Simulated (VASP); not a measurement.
# Al (R-3m) in VASP: a series of runs

The runs below take Al through relaxation of cell and atoms, with PBEsol.

Everything below comes from runs of VASP 6.6.1. Logs are shortened: lines on timing, memory, paths and dates and some standing lists are left out, and cuts for length are marked.

### 1 The cell of the first run

The structure is trigonal, space group R-3m (No. 166). Conventional cell: a = 2.854 Å, b = 2.854 Å, c = 20.714 Å, α = 90.00°, β = 90.00°, γ = 120.00°. Within 3.7 Å of Al (site symmetry -3m) lie 12 Al at 2.83 to 2.85 Å. Within 3.7 Å of Al (site symmetry 3m) lie 12 Al at 2.83 to 2.85 Å.

### 2 Relaxation of cell and atoms, PBEsol

Contents of INCAR:

```
SYSTEM = Al
PREC = Accurate ; ENCUT = 500
EDIFF = 1E-7 ; ISMEAR = 0
SIGMA = 0.1 ; LREAL = .FALSE.
LASPH = .TRUE. ; NELM = 120
ALGO = Normal ; ISIF = 3
LWAVE = .FALSE. ; LCHARG = .FALSE.
GGA = PS ; IBRION = 2
NSW = 100 ; EDIFFG = -0.01
GGA_COMPAT = .FALSE. ; NELMIN = 4
```

Contents of KPOINTS:

```
Automatic mesh
0
G
  18 18 18
  0 0 0
```

Contents of POSCAR:

```
Al
1.0
    1.4269354841      0.8238415859      6.9046735921
   -1.4269354841      0.8238415859      6.9046735921
    0.0000000000     -1.6476831718      6.9046735921
Al
3
Direct
    0.0000000000      0.0000000000      0.0000000000
    0.2224140069      0.2224140069      0.2224140069
    0.7775859931      0.7775859931      0.7775859931
```

Potentials or basis: VASP PAW PBE potentials, release 64 (Al).

Run with:

```console
$ cat potpaw_PBE.64/Al/POTCAR > POTCAR
$ mpirun -np 1 vasp_std > vasp.out
```

OUTCAR:

```text
SYSTEM = Al
   PREC = Accurate
   ENCUT = 500
   EDIFF = 1E-7
   ISMEAR = 0
   LREAL = .FALSE.
   LASPH = .TRUE.
   NELM = 120
   ISIF = 3
   GGA = PS
   IBRION = 2
   NSW = 100
   EDIFFG = -0.01
   NELMIN = 4

 ion  position               nearest neighbor table
   1  0.000  0.000  0.000-   3 2.83   3 2.83   2 2.83   2 2.83   3 2.83   2 2.83
   2  0.222  0.222  0.222-   1 2.83   1 2.83   1 2.83   3 2.84   3 2.84   3 2.84
   3  0.778  0.778  0.778-   1 2.83   1 2.83   1 2.83   2 2.84   2 2.84   2 2.84

  LATTYP: Found a trigonal (rhomboedric) cell.
 ALAT       =     7.0985475449
 COS(alpha) =     0.9191835666

  Lattice vectors:

 A1 = (   1.4269354841,   0.8238415859,   6.9046735921)
 A2 = (  -1.4269354841,   0.8238415859,   6.9046735921)
 A3 = (   0.0000000000,  -1.6476831718,   6.9046735921)

Analysis of symmetry for initial positions (statically):
=====================================================================
 Subroutine PRICEL returns:
 Original cell was already a primitive cell.

 Routine SETGRP: Setting up the symmetry group for a
 trigonal (rhombohedral) supercell.

 Subroutine GETGRP returns: Found 12 space group operations
 (whereof 12 operations were pure point group operations)
 out of a pool of 12 trial point group operations.

The static configuration has the point symmetry D_3d.

Analysis of symmetry for dynamics (positions and initial velocities):
=====================================================================
 Subroutine PRICEL returns:
 Original cell was already a primitive cell.

 Routine SETGRP: Setting up the symmetry group for a
 trigonal (rhombohedral) supercell.

 Subroutine GETGRP returns: Found 12 space group operations
 (whereof 12 operations were pure point group operations)
 out of a pool of 12 trial point group operations.

The dynamic configuration has the point symmetry D_3d.

 Subroutine INISYM returns: Found 12 space group operations
 (whereof 12 operations are pure point group operations),
 and found     1 'primitive' translations

----------------------------------------------------------------------------------------

                                     Primitive cell

  volume of cell :      48.7015

  direct lattice vectors                    reciprocal lattice vectors
[... 96 lines left out ...]
   ISYM   =      2    0-nonsym 1-usesym 2-fastsym
   POTIM  = 0.5000    time-step for ionic-motion
   TEBEG  =    0.0;   TEEND  =   0.0 temperature during run
   PSTRESS=    0.0 pullay stress
   NELECT =       9.0000    total number of electrons
   NUPDOWN=      -1.0000    fix difference up-down
   EMIN   =  10.00;   EMAX   =-10.00  energy-range for DOS
   EFERMI =   0.00;   METHOD = LEGACY
   ISMEAR =     0;   SIGMA  =   0.10  broadening in eV -4-tet -1-fermi 0-gaus
   EFERMI_NEDOS =   21; number of points for ismear=-14 and -15
   IALGO  =     38    algorithm
   IMIX   =      4    mixing-type and parameters
     AMIX     =   0.40;   BMIX     =  1.00
     AMIX_MAG =   1.60;   BMIX_MAG =  1.00
  volume/ion in A,a.u.               =      16.23       109.55
  Fermi-wavevector in a.u.,A,eV,Ry     =   0.932484  1.762140 11.830632  0.869527
  Thomas-Fermi vector in A             =   2.059087
   LORBIT       =      0    0 simple, 1 ext, 2 COOP (PROOUT), +10 PAW based schemes
   GGA     = PS    functional components
   LHFCALC =     F    Hartree Fock is set to
   AEXX    =    0.0000 exact exchange contribution
   IVDW    =     0    specifies the selected vdW correction
   LEPSILON=     F    determine dielectric tensor
   LRPA    =     F    only Hartree local field effects (RPA)
 conjugate gradient relaxation of ions
 non-spin polarized calculation
 Gauss-broadening in eV      SIGMA  =   0.10
  energy-cutoff  :      500.00
  volume of cell :       48.70
 maximum number of plane-waves:      1251
 NGX is ok and might be reduce to    54
   NGX = 25   NGY = 25   NGZ = 25

--------------------------------------- Ionic step        1  -------------------------------------------

 number of electron       9.0000000 magnetization

 Free energy of the ion-electron system (eV)
  ---------------------------------------------------
  ext. energy  EPLUGINS =         0.00000000
  ---------------------------------------------------
  free energy    TOTEN  =       -12.21867800 eV

  energy without entropy =      -12.21260325  energy(sigma->0) =      -12.21564062

------------------------ aborting loop because EDIFF is reached ----------------------------------------

  FORCE on cell =-STRESS in cart. coord.  units (eV):
  Direction    XX          YY          ZZ          XY          YZ          ZX
  --------------------------------------------------------------------------------------
  -------------------------------------------------------------------------------------
  Total       -0.0171424     -0.0171424      0.3623618     -0.0000000      0.0000000      0.0000000
  in kB       -0.5639480     -0.5639480     11.9209402     -0.0000000      0.0000000      0.0000000
  external PRESSURE =       3.5976814 kB  Pullay stress =       0.0000000 kB
[... 98 lines left out ...]
--------------------------------------- Ionic step        4  -------------------------------------------

 number of electron       9.0000000 magnetization

 Free energy of the ion-electron system (eV)
  ---------------------------------------------------
  ext. energy  EPLUGINS =         0.00000000
  ---------------------------------------------------
  free energy    TOTEN  =       -12.22089147 eV

  energy without entropy =      -12.21451696  energy(sigma->0) =      -12.21770422

 E-fermi :   8.0385     XC(G=0): -10.2985

 val. band max:        8.0384284868   @ k =  -0.2222   0.2778   0.0556
 cond. band min:       8.0391347986   @ k =  -0.4444   0.4444   0.1667
 fundamental gap:      0.0007063119
 Fermi energy:         8.0384857385

 k-point     1 :       0.0000    0.0000    0.0000
  band No.  band energies     occupation
      1      -3.1420      2.00000
      2      -0.1551      2.00000
      3      -0.1272      2.00000
      4       8.5142      0.00000
      5       8.5362      0.00000
      6      19.1208      0.00000
      7      19.1208      0.00000
      8      19.2271      0.00000
[... 243 lines left out ...]
 k-point    24 :      -0.2222    0.0556    0.0000
  band No.  band energies     occupation
      1      -1.5612      2.00000
      2       1.0780      2.00000
      3       1.7309      2.00000
      4       9.1394      0.00000
      5      10.2605      0.00000
      6      10.7752      0.00000
      7      11.7542      0.00000
      8      13.9656      0.00000

 [... further k-points ...]
[... 5 lines left out ...]
  --------------------------------------------------------------------------------------
  -------------------------------------------------------------------------------------
  Total       -0.0278706     -0.0278706      0.0050466      0.0000000     -0.0000000      0.0000000
  in kB       -0.9122925     -0.9122925      0.1651915      0.0000000     -0.0000000      0.0000000
  external PRESSURE =      -0.5531312 kB  Pullay stress =       0.0000000 kB
[... 18 lines left out ...]
  FREE ENERGIE OF THE ION-ELECTRON SYSTEM (eV)
  ---------------------------------------------------
  free  energy   TOTEN  =       -12.2208914715 eV

  energy  without entropy=      -12.2145169614  energy(sigma->0) =      -12.21770422

 reached required accuracy - stopping structural energy minimisation
```

OSZICAR:

```text
N       E                     dE             d eps       ncg     rms          rms(c)
DAV:   1     0.218958413643E+01    0.21896E+01   -0.30127E+03  9368   0.765E+02
DAV:   2    -0.120645833980E+02   -0.14254E+02   -0.13762E+02 12816   0.707E+01
[... 26 lines left out ...]
   3 F= -.12220382E+02 E0= -.12217269E+02  d E =-.170448E-02
       N       E                     dE             d eps       ncg     rms          rms(c)
DAV:   1    -0.122210173790E+02   -0.63489E-03   -0.11806E-02 14304   0.659E-01    0.649E-02
DAV:   2    -0.122209340340E+02    0.83345E-04   -0.12701E-04 11576   0.908E-02    0.338E-02
DAV:   3    -0.122208925379E+02    0.41496E-04   -0.58798E-05 13856   0.408E-02    0.789E-03
DAV:   4    -0.122208914303E+02    0.11075E-05   -0.31344E-06 13232   0.115E-02    0.423E-03
DAV:   5    -0.122208914715E+02   -0.41138E-07   -0.74833E-08  8344   0.204E-03
   4 F= -.12220891E+02 E0= -.12217704E+02  d E =-.508988E-03
```

CONTCAR:

```text
Al
   1.00000000000000
     1.4221882867781988    0.8211007902479766    6.9858379161903521
    -1.4221882867781988    0.8211007902479766    6.9858379161903521
     0.0000000000000000   -1.6422015804959531    6.9858379161903521
  Al
     3
Direct
     0.0000000000000000    0.0000000000000000    0.0000000000000000
     0.2225036605685101    0.2225036605685101    0.2225036605685101
     0.7774963394314900    0.7774963394314900    0.7774963394314900

  0.00000000E+00  0.00000000E+00  0.00000000E+00
  0.00000000E+00  0.00000000E+00  0.00000000E+00
  0.00000000E+00  0.00000000E+00  0.00000000E+00
```

Run time: 51 min. Hardware: 1 thread of Intel Xeon 8259CL, shared host; peak memory 0.49 GiB.

Results:

| Quantity | Value |
| --- | --- |
| Free energy | -12.2209 eV |
| Relaxed volume | 16.32 Å³/atom |
| Relaxed cell | a = 7.176 Å, b = 7.176 Å, c = 7.176 Å, α = 22.86°, β = 22.86°, γ = 22.86° |
| Space group after relaxing (to 0.1 Å) | R-3m (No. 166) |
| Energy gained by relaxing | 0.7 meV/atom |
| Ionic steps | 4 |
| Pressure after relaxing | -0.1 GPa |
| Largest force after relaxing | 0.004 eV/Å |
| Band gap on the k mesh | zero (an odd number of electrons rules out a gap without spin polarisation) |

Forces in eV/Å, atoms in the order of the input:
```
Al   0.000  0.000  0.000
Al   0.000  0.000  0.004
Al   0.000  0.000 -0.004
```

Stress tensor (GPa, compression positive):
```
-0.09  0.00  0.00
 0.00 -0.09  0.00
 0.00  0.00  0.02
```

The path:
| step | energy change (eV) | largest force (eV/Å) | pressure (GPa) | volume (Å³) |
| --- | --- | --- | --- | --- |
| 1 | 0.0000 | 0.0137 | 0.36 | 48.70 |
| 2 | -0.0015 | 0.0108 | -0.07 | 48.96 |
| 3 | -0.0017 | 0.0091 | -0.35 | 49.13 |
| 4 | -0.0022 | 0.0043 | -0.06 | 48.95 |

Final structure:
```yaml
crystal:
  lattice:
    - [1.42219, 0.82110, 6.98584]
    - [-1.42219, 0.82110, 6.98584]
    - [0.00000, -1.64220, 6.98584]
  atoms:
    - { symbol: Al, position: [0.00000, 0.00000, 0.00000] }
    - { symbol: Al, position: [0.22250, 0.22250, 0.22250] }
    - { symbol: Al, position: [0.77750, 0.77750, 0.77750] }
```

Caveat: the PAW data sets were made with another functional, which shifts forces and pressure a little.

(Continued in part 2 of 2.)
